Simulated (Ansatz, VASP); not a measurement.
## BN in VASP and in Ansatz

File POSCAR:

```
BN
1.0
    1.2511217800      0.7223355000      3.3729344000
   -1.2511217800      0.7223355000      3.3729344000
    0.0000000000     -1.4446710000      3.3729344000
B N
1 1
Direct
    0.9996712000      0.9996712000      0.9996712000
    0.3327618000      0.3327618000      0.3327618000
```

INCAR.step1

```
SYSTEM = BN
PREC = Accurate ; ENCUT = 580
EDIFF = 1E-5 ; ISMEAR = 0
SIGMA = 0.01 ; LREAL = .FALSE.
LASPH = .TRUE. ; NELM = 120
ALGO = Normal ; ISIF = 2
LWAVE = .TRUE. ; LCHARG = .FALSE.
NBANDS = 11 ; GGA = PE
GGA_COMPAT = .FALSE.
```

The input INCAR.step2:

```
SYSTEM = BN
PREC = Accurate ; ENCUT = 580
EDIFF = 1E-6 ; ISMEAR = 0
SIGMA = 0.01 ; LREAL = .FALSE.
LASPH = .TRUE. ; NELM = 120
ALGO = Normal ; ISIF = 2
LWAVE = .FALSE. ; LCHARG = .FALSE.
METAGGA = R2SCAN ; LHFCALC = .TRUE.
AEXX = 0.1 ; LMIXTAU = .TRUE.
PRECFOCK = Normal ; NBANDS = 11
ISTART = 1 ; GGA_COMPAT = .FALSE.
```

Contents of KPOINTS:

```
regular mesh
0
G
  6 6 6
  0 0 0
```

Input for Ansatz:

```yaml
crystal:
  lattice:
    - [1.25112178, 0.7223355, 3.3729344]
    - [-1.25112178, 0.7223355, 3.3729344]
    - [0.0, -1.444671, 3.3729344]
  atoms:
    - { symbol: B, position: [0.9996712, 0.9996712, 0.9996712] }
    - { symbol: "N", position: [0.3327618, 0.3327618, 0.3327618] }
kpoints:
  mp_grid:
    grid: [6, 6, 6]
    shift: [0.0, 0.0, 0.0]
hamiltonian:
  xc: r2scanh
scf:
  convergence:
    dr2_threshold: 1.0e-10
  occupations:
    method: fixed
output:
  eigenvalues: true
```

Alike in both runs: task single point; functional r2SCANh; k mesh 6 × 6 × 6; no spin polarisation.

```csv
,VASP,Ansatz
version,VASP 6.6.1,Ansatz 0.2.0
potentials or method,"VASP PAW PBE potentials, release 64 (B, N)","plane waves, PAW"
plane-wave cutoff (eV),580,500
occupations,"gaussian, width 0.01 eV",fixed
valence electrons in the cell,8,8
```

|  | VASP | Ansatz | Ansatz less VASP |
| --- | --- | --- | --- |
| gap on the k mesh at the Fermi level (eV) | 5.57 | 5.53 | -0.037 |

VASP's potentials were made for PBE, not for r2SCANh.

The k mesh is coarse, so the values compare programs but aren't converged.
